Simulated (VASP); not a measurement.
# Si6O11 (a cell with a defect) in VASP: notebook

Si6O11 (a cell with a defect) is run at these levels: PBE; tasks: single point.

Everything below comes from runs of VASP 6.6.1. Logs are shortened: lines on timing, memory, paths and dates and some standing lists are left out, and cuts for length are marked.

## Step 1: The cell of the first run

The cell holds a defect, 17 atoms: a = 5.021 Å, b = 5.509 Å, c = 8.696 Å, α = 90.00°, β = 90.00°, γ = 90.00°.

## Step 2: Single point, PBE

INCAR reads:

```
PREC = Accurate
ENCUT = 520
EDIFF = 1E-6
ISMEAR = 0
SIGMA = 0.05
LREAL = Auto
LASPH = True
NELM = 100
ALGO = Normal
ISIF = 2
LWAVE = False
LCHARG = False
GGA = PE
NELECT = 88.0
NBANDS = 59
```

KPOINTS reads:

```
Automatic mesh
0
Gamma
  4 4 2
```

POSCAR reads:

```
Si6O11
1.0
   -2.5103274377      4.3480146658      0.0000000000
    0.0000000000      0.0000000000      5.5092660079
    7.5309823132      4.3480146658      0.0000000000
Si O
6 11
Direct
    0.7617495765      0.3333333333      0.2382504235
    0.2617495765      0.3333333333      0.7382504235
    0.9765008470      0.6666666667      0.5000000000
    0.4765008470      0.6666666667      0.0000000000
    0.2617495765      0.0000000000      0.2617495765
    0.7617495765      0.0000000000      0.7617495765
    0.0486521033      0.2055717715      0.2072260374
    0.5486521033      0.2055717715      0.7072260374
    0.7865130045      0.5389051049      0.3720609296
    0.2865130045      0.5389051049      0.8720609296
    0.6648348922      0.8722384382      0.9207130329
    0.2865130045      0.7944282285      0.1279390704
    0.7865130045      0.7944282285      0.6279390704
    0.6648348922      0.4610948951      0.0792869671
    0.1648348922      0.4610948951      0.5792869671
    0.2637110893     -0.1349044744      0.4242894513
    0.0486521033      0.1277615618      0.7927739626
```

Potentials or basis: VASP PAW PBE potentials, release 64 (Si, O).

Started as:

```bash
$ cat potpaw_PBE.64/Si/POTCAR potpaw_PBE.64/O/POTCAR > POTCAR
$ mpirun -np 1 vasp_std > vasp.out
```

OUTCAR:

```text
PREC = Accurate
   ENCUT = 520
   EDIFF = 1E-6
   ISMEAR = 0
   LREAL = Auto
   LASPH = True
   NELM = 100
   ISIF = 2
   GGA = PE
   NELECT = 88.0

 ion  position               nearest neighbor table
   1  0.762  0.333  0.238-  14 1.63   7 1.63   9 1.63   5 3.12   5 3.12   3 3.12   4 3.12
   2  0.262  0.333  0.738-  15 1.63   8 1.63  17 1.63  10 1.63   6 3.12   6 3.12   4 3.12   3 3.12

   3  0.977  0.667  0.500-  13 1.63   9 1.63  15 1.63  16 1.93   5 3.12   6 3.12   1 3.12   2 3.12

   4  0.477  0.667  0.000-  12 1.63  10 1.63  11 1.63  14 1.63   6 3.12   5 3.12   2 3.12   1 3.12

   5  0.262  0.000  0.262-  16 1.60  12 1.63   7 1.63   3 3.12   4 3.12   1 3.12   1 3.12
   6  0.762  0.000  0.762-  11 1.63  17 1.63  13 1.63   8 1.63   4 3.12   3 3.12   2 3.12   2 3.12

   7  0.049  0.206  0.207-   1 1.63   5 1.63
   8  0.549  0.206  0.707-   2 1.63   6 1.63
   9  0.787  0.539  0.372-   3 1.63   1 1.63
  10  0.287  0.539  0.872-   4 1.63   2 1.63
  11  0.665  0.872  0.921-   6 1.63   4 1.63
  12  0.287  0.794  0.128-   4 1.63   5 1.63
  13  0.787  0.794  0.628-   3 1.63   6 1.63
  14  0.665  0.461  0.079-   1 1.63   4 1.63
  15  0.165  0.461  0.579-   2 1.63   3 1.63
  16  0.264  0.865  0.424-   5 1.60   3 1.93
  17  0.049  0.128  0.793-   6 1.63   2 1.63

  LATTYP: Found a simple orthorhombic cell.
 ALAT       =     5.0206548755
 B/A-ratio  =     1.0973201992
 C/A-ratio  =     1.7320508076

  Lattice vectors:

 A1 = (  -2.5103274377,   4.3480146658,   0.0000000000)
 A2 = (   0.0000000000,   0.0000000000,   5.5092660079)
 A3 = (   7.5309823132,   4.3480146658,   0.0000000000)

Analysis of symmetry for initial positions (statically):
=====================================================================
 Subroutine PRICEL returns:
 Original cell was already a primitive cell.

 Routine SETGRP: Setting up the symmetry group for a
 simple orthorhombic supercell.

 Subroutine GETGRP returns: Found  1 space group operations
 (whereof  1 operations were pure point group operations)
 out of a pool of  8 trial point group operations.

The static configuration has the point symmetry C_1 .

Analysis of symmetry for dynamics (positions and initial velocities):
=====================================================================
 Subroutine PRICEL returns:
 Original cell was already a primitive cell.

 Routine SETGRP: Setting up the symmetry group for a
 simple orthorhombic supercell.

 Subroutine GETGRP returns: Found  1 space group operations
 (whereof  1 operations were pure point group operations)
 out of a pool of  8 trial point group operations.

The dynamic configuration has the point symmetry C_1 .

 Subroutine INISYM returns: Found  1 space group operations
 (whereof  1 operations are pure point group operations),
 and found     1 'primitive' translations

----------------------------------------------------------------------------------------

                                     Primitive cell

  volume of cell :     240.5332

  direct lattice vectors                    reciprocal lattice vectors
    -2.510327438  4.348014666  0.000000000    -0.099588602  0.172492518  0.000000000
     0.000000000  0.000000000  5.509266008     0.000000000  0.000000000  0.181512383
     7.530982313  4.348014666  0.000000000     0.099588602  0.057497506  0.000000000

  length of vectors
     5.020654875  5.509266008  8.696029332     0.199177204  0.181512383  0.114995012

  position of ions in fractional coordinates (direct lattice)
     0.761749577  0.333333333  0.238250423
     0.261749577  0.333333333  0.738250423
     0.976500847  0.666666667  0.500000000
     0.476500847  0.666666667  0.000000000
     0.261749577  0.000000000  0.261749577
     0.761749577  0.000000000  0.761749577
[... 9 lines left out ...]
     0.263711089  0.865095526  0.424289451
     0.048652103  0.127761562  0.792773963

  ion indices of the primitive-cell ions
   primitive index   ion index
                 1           1
                 2           2
                 3           3
                 4           4
                 5           5
                 6           6
[... 9 lines left out ...]
                16          16
                17          17

----------------------------------------------------------------------------------------

 KPOINTS: Automatic mesh

Automatic generation of k-mesh.
 Grid dimensions read from file:
 generate k-points for:    4    4    2

 Generating k-lattice:

  Cartesian coordinates                     Fractional coordinates (reciprocal lattice)
    -0.024897150  0.043123130  0.000000000     0.250000000  0.000000000  0.000000000
     0.000000000  0.000000000  0.045378096     0.000000000  0.250000000  0.000000000
     0.049794301  0.028748753  0.000000000     0.000000000  0.000000000  0.500000000

  Length of vectors
     0.049794301  0.045378096  0.057497506

  Shift w.r.t. Gamma in fractional coordinates (k-lattice)
     0.000000000  0.000000000  0.000000000

 Subroutine IBZKPT returns following result:
 ===========================================

 Found     20 irreducible k-points:

 Following reciprocal coordinates:
            Coordinates               Weight
  0.000000  0.000000  0.000000      1.000000
  0.250000  0.000000  0.000000      2.000000
  0.500000  0.000000  0.000000      1.000000
  0.000000  0.250000  0.000000      2.000000
  0.250000  0.250000  0.000000      2.000000
  0.250000 -0.250000  0.000000      2.000000
[... 12 lines left out ...]
  0.250000  0.500000  0.500000      2.000000
  0.500000  0.500000  0.500000      1.000000
   k-points           NKPTS =     20   k-points in BZ     NKDIM =     20   number of bands    NBANDS=     59
   number of dos      NEDOS =    301   number of ions     NIONS =     17
   total plane-waves  NPLWV = 117600
   dimension x,y,z NGX =    40 NGY =   42 NGZ =   70
   dimension x,y,z NGXF=    80 NGYF=   84 NGZF=  140
   ions per type =               6  11
   NGX,Y,Z   is equivalent  to a cutoff of  13.24, 12.67, 13.38 a.u.
   NGXF,Y,Z  is equivalent  to a cutoff of  26.49, 25.35, 26.76 a.u.
 SYSTEM =  unknown system
   PREC   = accura    normal or accurate (medium, high low for compatibility)
   ISTART =      0    job   : 0-new  1-cont  2-samecut
   ICHARG =      2    charge: 1-file 2-atom 10-const
   ISPIN  =      1    spin polarized calculation?
   LNONCOLLINEAR =      F non collinear calculations
   LSORBIT =      F    spin-orbit coupling
   LASPH  =      T    aspherical Exc in radial PAW
   ENCUT  =  520.0 eV  38.22 Ry    6.18 a.u.   9.34 10.24 16.17*2*pi/ulx,y,z
   NELM   =    100;   NELMIN=  2; NELMDL= -5     # of ELM steps
   EDIFF  = 0.1E-05   stopping-criterion for ELM
   LREAL  =      T    real-space projection
   EDIFFG = 0.1E-04   stopping-criterion for IOM
   NSW    =      0    number of steps for IOM
   IBRION =     -1    ionic relax: 0-MD 1-quasi-New 2-CG
   NFREE  =      0    steps in history (QN), initial steepest desc. (CG)
   ISIF   =      2    stress and relaxation
   ISYM   =      2    0-nonsym 1-usesym 2-fastsym
   POTIM  = 0.5000    time-step for ionic-motion
   TEBEG  =    0.0;   TEEND  =   0.0 temperature during run
   PSTRESS=    0.0 pullay stress
   NELECT =      88.0000    total number of electrons
   NUPDOWN=      -1.0000    fix difference up-down
   EMIN   =  10.00;   EMAX   =-10.00  energy-range for DOS
   EFERMI =   0.00;   METHOD = LEGACY
   ISMEAR =     0;   SIGMA  =   0.05  broadening in eV -4-tet -1-fermi 0-gaus
   EFERMI_NEDOS =   21; number of points for ismear=-14 and -15
   IALGO  =     38    algorithm
   IMIX   =      4    mixing-type and parameters
     AMIX     =   0.40;   BMIX     =  1.00
     AMIX_MAG =   1.60;   BMIX_MAG =  1.00
  volume/ion in A,a.u.               =      14.15        95.48
  Fermi-wavevector in a.u.,A,eV,Ry     =   1.170875  2.212634 18.652897  1.370949
  Thomas-Fermi vector in A             =   2.307327
   LORBIT       =      0    0 simple, 1 ext, 2 COOP (PROOUT), +10 PAW based schemes
   GGA     = PE    functional components
   LHFCALC =     F    Hartree Fock is set to
   AEXX    =    0.0000 exact exchange contribution
   IVDW    =     0    specifies the selected vdW correction
   LEPSILON=     F    determine dielectric tensor
   LRPA    =     F    only Hartree local field effects (RPA)
 non-spin polarized calculation
 Gauss-broadening in eV      SIGMA  =   0.05
  energy-cutoff  :      520.00
  volume of cell :      240.53
 maximum number of plane-waves:      6512
 NGX is ok and might be reduce to    40
   NGX = 19   NGY = 21   NGZ = 33

 number of electron      87.9999994 magnetization

 Free energy of the ion-electron system (eV)
  ---------------------------------------------------
  ext. energy  EPLUGINS =         0.00000000
  ---------------------------------------------------
  free energy    TOTEN  =      -132.82421079 eV

  energy without entropy =     -132.80985859  energy(sigma->0) =     -132.81703469

 E-fermi :   0.5676     XC(G=0):  -8.5972

 val. band max:        0.5503693536   @ k =   0.2500   0.0000   0.5000
 cond. band min:       0.5813359428   @ k =   0.0000   0.5000   0.5000
 fundamental gap:      0.0309665892
 Fermi energy:         0.5676089634

 k-point     1 :       0.0000    0.0000    0.0000
  band No.  band energies     occupation
      1     -19.0951      2.00000
      2     -18.3573      2.00000
      3     -18.1159      2.00000
      4     -17.9643      2.00000
      5     -17.6870      2.00000
      6     -17.0668      2.00000
[... 48 lines left out ...]
     55      10.4256      0.00000
     56      10.5469      0.00000

 k-point     2 :       0.2500    0.0000    0.0000
  band No.  band energies     occupation
      1     -19.0365      2.00000
      2     -18.4139      2.00000
      3     -18.1423      2.00000
      4     -17.8585      2.00000
      5     -17.6200      2.00000
      6     -17.2636      2.00000
[... 48 lines left out ...]
     55      10.3127      0.00000
     56      10.4439      0.00000

 k-point     3 :       0.5000    0.0000    0.0000
  band No.  band energies     occupation
      1     -18.9579      2.00000
      2     -18.5220      2.00000
      3     -18.0937      2.00000
      4     -17.6933      2.00000
      5     -17.5528      2.00000
      6     -17.5194      2.00000
[... 936 lines left out ...]
 k-point    19 :       0.2500    0.5000    0.5000
  band No.  band energies     occupation
      1     -18.9719      2.00000
      2     -18.4260      2.00000
      3     -18.1606      2.00000
      4     -17.8705      2.00000
      5     -17.6203      2.00000
      6     -17.3738      2.00000
[... 48 lines left out ...]
     55      10.2122      0.00000
     56      10.4088      0.00000

 k-point    20 :       0.5000    0.5000    0.5000
  band No.  band energies     occupation
      1     -18.9917      2.00000
      2     -18.2593      2.00000
      3     -18.2455      2.00000
      4     -17.7173      2.00000
      5     -17.5782      2.00000
      6     -17.5426      2.00000
[... 48 lines left out ...]
     55      10.5431      0.00000
     56      10.6651      0.00000
 [bands above 56 left out]

------------------------ aborting loop because EDIFF is reached ----------------------------------------

  FORCE on cell =-STRESS in cart. coord.  units (eV):
  Direction    XX          YY          ZZ          XY          YZ          ZX
  --------------------------------------------------------------------------------------
  -------------------------------------------------------------------------------------
  Total      -18.6045548    -18.1490598    -19.2359780      2.6058709     -3.8665709      3.6920771
  in kB     -123.9238103   -120.8897856   -128.1296817     17.3575482    -25.7549944     24.5927015
  external PRESSURE =    -124.3144259 kB  Pullay stress =       0.0000000 kB

 VOLUME and BASIS-vectors are now :
 -----------------------------------------------------------------------------
  energy-cutoff  :      520.00
  volume of cell :      240.53
      direct lattice vectors                 reciprocal lattice vectors
    -2.510327438  4.348014666  0.000000000    -0.099588602  0.172492518  0.000000000
     0.000000000  0.000000000  5.509266008     0.000000000  0.000000000  0.181512383
     7.530982313  4.348014666  0.000000000     0.099588602  0.057497506  0.000000000

 POSITION                                       TOTAL-FORCE (eV/Angst)
 -----------------------------------------------------------------------------------
     -0.11798      4.34801      1.83642        -1.230688      0.583757      2.585359
      4.90267      4.34801      1.83642         0.040779     -0.046794      0.129869
      1.31415      6.41985      3.67284         0.060284      2.550162      0.391413
     -1.19617      2.07183      3.67284        -1.257987     -1.159159      0.486128
      1.31415      2.27618      0.00000        -0.113312     -1.341739     -1.723579
      3.82448      6.62420      0.00000         0.029866      0.119228      0.142997
[... 9 lines left out ...]
      2.53332      2.99144      4.76604         2.044742     -1.675410     -0.640704
      5.84823      3.65853      0.70387         0.009668      0.060220      0.023107
 -----------------------------------------------------------------------------------
    total drift:                               -0.000412     -0.011432     -0.002515

  FREE ENERGIE OF THE ION-ELECTRON SYSTEM (eV)
  ---------------------------------------------------
  free  energy   TOTEN  =      -132.8242107945 eV

  energy  without entropy=     -132.8098585858  energy(sigma->0) =     -132.81703469
```

It took 14 min on 1 thread of Intel Xeon Platinum 8375C at 2.90GHz (Ice Lake), shared host; peak memory 0.41 GiB.

What came out:

```
Free energy   : -132.8242 eV
Largest force : 2.922 eV/Å
```

Forces in eV/Å, atoms in the order of the input:
```
Si  -1.231  0.584  2.585
Si   0.041 -0.047  0.130
Si   0.060  2.550  0.391
Si  -1.258 -1.159  0.486
Si  -0.113 -1.342 -1.724
Si   0.030  0.119  0.143
O    0.394  0.333 -0.667
O   -0.082  0.084 -0.088
O   -0.409 -0.666 -0.351
O    0.300  0.258  0.099
O    0.523  0.148 -0.334
O    0.369  0.489  1.084
O   -1.137 -0.037  0.030
O    0.765  0.772 -1.339
O   -0.307 -0.471  0.171
O    2.045 -1.675 -0.641
O    0.010  0.060  0.023
```

Caveat: the k points lie up to 0.36 Å⁻¹ apart; the cell carries a net charge on a neutralising background, which shifts energy and pressure; the cell differs from its parent crystal (atoms taken out, atom 16 moved 0.875 of the way to it and +0.375 Å across, host rigid); the cell is charged against a uniform background, so pressure and absolute levels hang on convention.

(Part 1 of 3 ends here.)
